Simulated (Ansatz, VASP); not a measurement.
## Two plane-wave programs on Ge2N

```
Ge N
1.0
     1.50093    0.86656    6.25778
    -1.50093    0.86656    6.25778
     0.00000   -1.73312    6.25778
Ge N
2 1
Cartesian
  0.0000 0.0000 4.7578
  0.0000 0.0000 8.4676
  0.0000 0.0000 18.0642
```

Alike in both runs: functional PBE; k mesh 18 × 18 × 18; occupations gaussian, width 0.1 eV; no spin polarisation.

Ansatz relaxed the structure, and its values are those at the end. VASP's run is a single point on that final structure, the one shown.

|  | VASP | Ansatz |
| --- | --- | --- |
| version | VASP 6.6.1 | Ansatz 0.2.0 |
| potentials or method | VASP PAW PBE potentials, release 64 (Ge_d, N), cutoff 520 eV | scalar-relativistic, plane waves, PAW |
| valence electrons in the cell | 33 | 33 |

Ansatz gave:

```
gap on the k mesh at the Fermi level (eV) : none
pressure (GPa)                            : 0.0
rms of the force components (eV/Å)        : 0.000
```

**Question.** Which values does VASP return?

**Answer.** gap on the k mesh at the Fermi level (eV): none; pressure (GPa): -0.1; rms of the force components (eV/Å): 0.009.

A gap of «none» marks a metal or a gap that the smearing closes. The functional is the same, so the differences come from potentials, cutoffs and numerics.
